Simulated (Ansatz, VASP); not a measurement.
# Two plane-wave programs on Cu2O

```xyz
6
Lattice="4.2982 0.0000 0.0000 0.0000 4.2982 0.0000 0.0000 0.0000 4.2982" Properties=species:S:1:pos:R:3 pbc="T T T"
Cu    1.0746    1.0746    1.0746
Cu    1.0746    3.2237    3.2237
Cu    3.2237    3.2237    1.0746
Cu    3.2237    1.0746    3.2237
O     0.0000    0.0000    0.0000
O     2.1491    2.1491    2.1491
```

Alike in both runs: functional PBE; k mesh 8 × 8 × 8; occupations gaussian, width 0.02 eV; no spin polarisation.

Ansatz relaxed the structure, and its values are those at the end. VASP's run is a single point on that final structure, the one shown.

|  | VASP | Ansatz |
| --- | --- | --- |
| version | VASP 6.6.1 | Ansatz 0.2.0 |
| potentials or method | VASP PAW PBE potentials, release 64 (Cu, O), cutoff 600 eV | scalar-relativistic, plane waves, PAW |
| valence electrons in the cell | 56 | 88 |

```tsv
	VASP	Ansatz	Ansatz less VASP
gap on the k mesh at the Fermi level (eV)	0.48	0.48	-0.004
least direct gap on the mesh (eV)	0.48	0.48	-0.004
pressure (GPa)	0.6	0.0	-0.64
```

With one functional, cell and mesh, what is left measures potentials, basis and numerics. VASP's potentials hold 56 valence electrons a cell and Ansatz's 88, so a difference there can come from the potentials and not from the codes.
